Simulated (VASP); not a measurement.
A run of VASP 6.6.1:

File INCAR:

```
  PREC = Accurate
  ENCUT = 520
  EDIFF = 1E-7
  ISMEAR = 0
  SIGMA = 0.2
  LREAL = F
  LASPH = T
  NELM = 100
  ALGO = Normal
  ISIF = 2
  LWAVE = F
  LCHARG = F
  GGA = PE
  NBANDS = 74
```

The input KPOINTS:

```
Automatic mesh
0
Gamma
  6 6 2
```

Contents of POSCAR:

```
Sc2GaBiO2
1.0
    3.8138469092      0.0000000000      0.0000000000
    0.0000000000      3.8138469092      0.0000000000
    0.0000000000      0.0000000000     14.3616734640
Sc Ga Bi O
4 2 2 4
Direct
    0.0000000000      0.0000000000      0.3299484258
    1.0000000000      0.0000000000      0.8299484258
    0.5000000000      0.5000000000      0.4572956712
    0.5000000000      0.5000000000      0.9572956712
    0.5000000000      0.5000000000      0.1937692375
    0.5000000000      0.5000000000      0.6937692375
    0.0000000000      1.0000000000      0.1071313007
    0.0000000000      1.0000000000      0.6071313007
    0.5000000000      1.0000000000      0.3955134600
    0.5000000000      1.0000000000      0.8955134600
    1.0000000000      0.5000000000      0.3955134600
    0.0000000000      0.5000000000      0.8955134600
```

Potentials or basis: VASP PAW PBE potentials, release 64 (Sc_sv, Ga_d, Bi_d, O).

Launch:

```console
$ cat potpaw_PBE.64/Sc_sv/POTCAR potpaw_PBE.64/Ga_d/POTCAR potpaw_PBE.64/Bi_d/POTCAR potpaw_PBE.64/O/POTCAR > POTCAR
$ mpirun -np 1 vasp_std > vasp.out
```

Hardware: 1 thread of Intel(R) Xeon(R) Platinum 8488C (Sapphire Rapids) (shared host).

Problem. Estimate the wall time of this run.

Solution. It took 5.8 min on 1 thread of Intel(R) Xeon(R) Platinum 8488C (Sapphire Rapids), on a shared host, peak memory 0.43 GiB. Counts: scf iterations 19, k points 20.
